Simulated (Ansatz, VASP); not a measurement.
**BAs: VASP beside Ansatz**

```
As B
1.0
     0.00000    2.38850    2.38850
     2.38850    0.00000    2.38850
     2.38850    2.38850    0.00000
As B
1 1
Cartesian
  3.5827 3.5827 3.5827
  0.0000 0.0000 0.0000
```

Alike in both runs: task single point; functional PBE; k mesh 10 × 10 × 10; occupations gaussian, width 0.017 eV; no spin polarisation.

|  | VASP | Ansatz |
| --- | --- | --- |
| version | VASP 6.6.1 | Ansatz 0.2.0 |
| potentials or method | VASP PAW PBE potentials, release 64 (As, B) | Ansatz PAW |
| plane-wave cutoff (eV) | 520 | 420 |
| valence electrons in the cell | 8 | 18 |

Ansatz gave:

| Property | Result |
| --- | --- |
| gap on the k mesh at the Fermi level (eV) | 1.18 |
| least direct gap on the mesh (eV) | 3.28 |
| pressure (GPa) | 2.8 |

Task: Which values does VASP return?

Result: gap on the k mesh at the Fermi level (eV): 1.18; least direct gap on the mesh (eV): 3.28; pressure (GPa): 3.4.

VASP's potentials hold 8 valence electrons a cell and Ansatz's 18, so a difference there can come from the potentials and not from the codes.
